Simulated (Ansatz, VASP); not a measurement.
**Two plane-wave programs on MgS**

Contents of INCAR:

```
PREC = Accurate ; ENCUT = 600
EDIFF = 1E-6 ; ISMEAR = 0
SIGMA = 0.013000000000000001 ; LREAL = False
LASPH = True ; NELM = 120
ALGO = Normal ; ISIF = 2
LWAVE = False ; LCHARG = True
GGA = PE ; LELF = True
LVHAR = True ; NBANDS = 11
GGA_COMPAT = False
```

Contents of KPOINTS:

```
Automatic mesh
0
Gamma
  9 9 9
```

The input POSCAR:

```
MgS
1.0
    0.0000000000      2.6016500000      2.6016500000
    2.6016500000      0.0000000000      2.6016500000
    2.6016500000      2.6016500000      0.0000000000
S Mg
1 1
Direct
    0.5000000000      0.5000000000      0.5000000000
    0.0000000000      0.0000000000      0.0000000000
```

Contents of input.yaml:

```yaml
crystal:
  lattice:
    - [0.0, 2.60165, 2.60165]
    - [2.60165, 0.0, 2.60165]
    - [2.60165, 2.60165, 0.0]
  atoms:
    - { symbol: S, position: [0.5, 0.5, 0.5] }
    - { symbol: Mg, position: [0.0, 0.0, 0.0] }
hamiltonian:
  xc: pbe
  pseudopotentials: { kind: paw }
kpoints:
  mp_grid: { grid: [9, 9, 9] }
scf:
  occupations: { method: gaussian, width: 0.013 }
output:
  forces: true
  stress: true
  eigenvalues: true
  write_density: true
  write_potential: true
  elf: true
  volumetric_format: npy
```

Alike in both runs: task single point; functional PBE; k mesh 9 × 9 × 9; occupations gaussian, width 0.013 eV; no spin polarisation.

|  | VASP | Ansatz |
| --- | --- | --- |
| version | VASP 6.6.1 | Ansatz 0.2.0 |
| potentials or method | VASP PAW PBE potentials, release 64 (S, Mg) | Ansatz PAW |
| plane-wave cutoff (eV) | 600 | 420 |
| valence electrons in the cell | 8 | 16 |

|  | VASP | Ansatz | Ansatz less VASP |
| --- | --- | --- | --- |
| gap on the k mesh at the Fermi level (eV) | 2.91 | 2.92 | +0.014 |
| least direct gap on the mesh (eV) | 3.71 | 3.72 | +0.012 |
| pressure (GPa) | 0.9 | 1.2 | +0.28 |

VASP's potentials hold 8 valence electrons a cell and Ansatz's 16, so a difference there can come from the potentials and not from the codes.

Noted on Ansatz's run: odd divisions of the mesh miss points on the zone boundary, where band edges often lie, so the gap on the mesh can be too wide.
